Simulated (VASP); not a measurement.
A run of VASP 6.6.1 is set up as follows.

The input INCAR:

```
SYSTEM = HfO2
PREC = Accurate ; ENCUT = 520
EDIFF = 1E-7 ; ISMEAR = 0
SIGMA = 0.05 ; LREAL = .FALSE.
LASPH = .TRUE. ; NELM = 80
ALGO = Normal ; ISIF = 2
LWAVE = .FALSE. ; LCHARG = .FALSE.
GGA = PS ; NBANDS = 18
```

File KPOINTS:

```
Automatic mesh
0
G
  8 8 8
  0 0 0
```

File POSCAR:

```
HfO2
1.0
    0.0000000000      2.5894065951      2.5220673956
    2.5556108920      0.0000000000      2.5220673956
    2.5556108920      2.5894065951      0.0000000000
Hf O
1 2
Direct
    0.0000000000      0.0000000000      0.0000000000
    0.2500000000      0.2500000000      0.2500000000
    0.7500000000      0.7500000000      0.7500000000
```

Potentials or basis: VASP PAW PBE potentials, release 64 (Hf_pv, O).

Launch:

```console
$ cat potpaw_PBE.64/Hf_pv/POTCAR potpaw_PBE.64/O/POTCAR > POTCAR
$ mpirun -np 1 vasp_std > vasp.out
```

**Question.** Predict the pressure.

**Answer.** -13.0 GPa.

**Question.** Estimate the band gap on the k mesh.

**Answer.** 3.44 eV, indirect (least direct gap 3.45 eV).

Stress tensor (GPa, compression positive):
```
-13.03   0.00   0.00
  0.00 -19.01   0.00
  0.00   0.00  -7.08
```

Caveat: the cell differs from its parent crystal (normal strain along x +0.0133, normal strain along y +0.0267); the PAW data sets were made with another functional, which shifts forces and pressure a little; spin-orbit coupling is left out, which moves the levels of the heavy elements. A k mesh can miss the band edges.
